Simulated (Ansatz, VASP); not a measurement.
## One calculation of Sr, two programs

POSCAR

```
Sr
1.0
   -3.8593824969      3.8620558443      2.0974616599
    3.8620558443     -3.8593824969      2.0974616599
    3.8567972938      3.8567972938     -2.0925654192
Sr
2
Direct
    0.0000822271      0.9999177729      1.0000000000
    0.7499177729      0.2500822271      0.5000000000
```

File INCAR.step1:

```
SYSTEM = Sr
PREC = Accurate
ENCUT = 520
ISMEAR = -1
SIGMA = 0.1
LREAL = .FALSE.
LASPH = .TRUE.
NELM = 60
NBANDS = 17
GGA = PE
ALGO = Normal
EDIFF = 1E-4
LWAVE = .TRUE.
LCHARG = .FALSE.
```

INCAR.step2

```
SYSTEM = Sr
PREC = Accurate
ENCUT = 520
EDIFF = 1E-7
ISMEAR = -1
SIGMA = 0.1
LREAL = .FALSE.
LASPH = .TRUE.
NELM = 60
ALGO = Normal
ISIF = 2
LWAVE = .FALSE.
LCHARG = .TRUE.
METAGGA = R2SCAN
LMIXTAU = .TRUE.
LELF = .TRUE.
LVHAR = .TRUE.
NBANDS = 17
ISTART = 1
```

Contents of KPOINTS:

```
regular mesh
0
G
  10 10 7
  0 0 0
```

Input for Ansatz:

```yaml
crystal:
  lattice:
    - [-3.8593824969, 3.8620558443, 2.0974616599]
    - [3.8620558443, -3.8593824969, 2.0974616599]
    - [3.8567972938, 3.8567972938, -2.0925654192]
  atoms:
    - { symbol: Sr, position: [8.22271e-05, 0.9999177729, 1.0] }
    - { symbol: Sr, position: [0.7499177729, 0.2500822271, 0.5] }
hamiltonian:
  xc: r2scan
  pseudopotentials:
    kind: paw
    azcp:
      Sr: "pseudopotentials/Sr.paw.azcp"
basis:
  ecutwfc: 500
  fft_grid_basis: typed
kpoints:
  mp_grid: { grid: [10, 10, 7], shift: [0, 0, 0] }
magnetization:
  spin_polarized: false
scf:
  occupations: { method: fermi_dirac, width: 0.1 }
  lower_state_search: "off"
output:
  stress: true
  write_density: true
  write_potential: true
  elf: true
  volumetric_format: npy
```

Alike in both runs: task single point; functional r2SCAN; k mesh 10 × 10 × 7; occupations fermi-dirac, width 0.1 eV; no spin polarisation.

|  | VASP | Ansatz |
| --- | --- | --- |
| version | VASP 6.6.1 | Ansatz 0.2.0 |
| potentials or method | VASP PAW PBE potentials, release 64 (Sr_sv), cutoff 520 eV | plane waves (500 eV) with PAW, scalar-relativistic |
| valence electrons in the cell | 20 | 20 |

|  | VASP | Ansatz | Ansatz less VASP |
| --- | --- | --- | --- |
| pressure (GPa) | -0.8 | -0.8 | 0.00 |
| traceless stress, the component that is largest in VASP (GPa) | -0.09 | -0.09 | -0.001 |

VASP's potentials were made for PBE, not for r2SCAN.
